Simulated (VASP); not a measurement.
Wanted: the native input for a VASP 6.6.1 run.

```
Task                   : single point
Functional             : PBE
Potentials or basis    : VASP PAW PBE potentials, release 64 (Sn_d, C)
Cutoff                 : 520 eV
k mesh                 : 6 × 6 × 4
Occupations            : gaussian, width 0.1 eV
Spin                   : no spin polarisation
Dipole correction      : no
Further INCAR settings : ALGO = Normal; EDIFF = 1e-06; NBANDS = 33
```

The structure of Sn3C2 lies in POSCAR:

```
Sn3C2
1.0
    6.6441818094      0.0000000000      0.0000000000
   -3.3220909047      5.7540302343      0.0000000000
    0.0000000000      0.0000000000      2.7190630432
Sn C
3 2
Direct
    0.5000000000      0.0000000000      0.0000000000
    0.0000000000      0.5000000000      0.0000000000
    0.5000000000      0.5000000000      0.0000000000
    0.0000000000      0.0000000000      0.2583495567
    0.0000000000      0.0000000000      0.7416504433
```

The cell was built from a structure type or drawn by symmetry, and may not be a known phase.

The input as run:

INCAR

```
SYSTEM = Sn3C2
  PREC = Accurate
  ENCUT = 520
  EDIFF = 1E-6
  ISMEAR = 0
  SIGMA = 0.1
  LREAL = .False.
  LASPH = .True.
  NELM = 100
  ALGO = Normal
  ISIF = 2
  LWAVE = .False.
  LCHARG = .True.
  GGA = PE
  LELF = .True.
  LVHAR = .True.
  NBANDS = 33
```

KPOINTS

```
regular mesh
0
Gamma
  6 6 4
  0 0 0
```

Potentials or basis: VASP PAW PBE potentials, release 64 (Sn_d, C).

Launch:

```sh
$ cat potpaw_PBE.64/Sn_d/POTCAR potpaw_PBE.64/C/POTCAR > POTCAR
$ mpirun -np 1 vasp_std > vasp.out
```

It gave:

```
Pressure               : 0.0 GPa
Largest force          : 0.035 eV/Å
Band gap on the k mesh : zero (bands 25 and 26 overlap by 1.84 eV)
```

Caveat: the k points lie up to 0.58 Å⁻¹ apart, too coarse for converged energies and pressures of a metal; spin-orbit coupling is left out, which moves the levels of the heavy elements.

Wall time 66 s on 1 thread of Intel(R) Xeon(R) Platinum 8375C CPU @ 2.90GHz (Ice Lake), on a shared host, peak memory 0.24 GiB.
